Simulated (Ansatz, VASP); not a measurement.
Sc in VASP and in Ansatz

INCAR

```
SYSTEM = Sc
PREC = Accurate
ENCUT = 520
EDIFF = 1E-7
ISMEAR = -1
SIGMA = 0.1
LREAL = .False.
LASPH = .True.
NELM = 60
ALGO = Normal
ISIF = 2
LWAVE = .False.
LCHARG = .False.
GGA = PE
NBANDS = 12
```

Contents of KPOINTS:

```
regular mesh
0
Gamma
  15 15 14
  0 0 0
```

The input POSCAR:

```
Sc
1.0
    2.6701114486     -0.0000000001      0.0000000000
   -1.3350557242      2.3123843454      0.0000000000
    0.0000000000      0.0000000000      2.4633534173
Sc
1
Direct
    0.0000000000      0.0000000000      0.0000000000
```

Input for Ansatz:

```yaml
crystal:
  lattice:
    - [2.6701114486, -1.0e-10, 0.0]
    - [-1.3350557242, 2.3123843454, 0.0]
    - [0.0, 0.0, 2.4633534173]
  atoms:
    - { symbol: Sc, position: [0.0, 0.0, 0.0] }
kpoints:
  mp_grid: { grid: [15, 15, 14] }
  band_path:
    path:
      - [0.0, 0.0, 0.0]
      - [0.5, 0.0, 0.0]
      - [0.3333333333, 0.3333333333, 0.0]
      - [0.0, 0.0, 0.0]
      - [0.0, 0.0, 0.5]
      - [0.5, 0.0, 0.5]
      - [0.3333333333, 0.3333333333, 0.5]
      - [0.0, 0.0, 0.5]
      - [0.5, 0.0, 0.5]
    npoints: 8
scf:
  occupations: { method: fermi_dirac, width: 0.1 }
hamiltonian:
  xc: pbe
  pseudopotentials: { kind: all_electron, lapw: { basis_error: 0.001 } }
output:
  forces: true
  stress: true
  eigenvalues: true
  populations: true
  dos: { projected: true, de: 0.2, e_range: [-14, 8] }
```

Change from the starting cell: volume scaled by 0.6, LAPW.

Alike in both runs: task single point; functional PBE; k mesh 15 × 15 × 14; occupations fermi-dirac, width 0.1 eV; no spin polarisation.

|  | VASP | Ansatz |
| --- | --- | --- |
| version | VASP 6.6.1 | Ansatz 0.2.0 |
| potentials or method | VASP PAW PBE potentials, release 64 (Sc_sv), cutoff 520 eV | all-electron LAPW, scalar-relativistic |

Ansatz gave:

```
pressure (GPa)                                                : 47.8
traceless stress, the component that is largest in VASP (GPa) : -0.01
```

**Question.** What did VASP give for the same quantities?

**Answer.** Pressure (GPa): 48.5; traceless stress, the component that is largest in VASP (GPa): 0.27.

Both programs put the cell under a high pressure, so it lies far from rest at this level. Ansatz ran all-electron here, and VASP with PAW potentials.
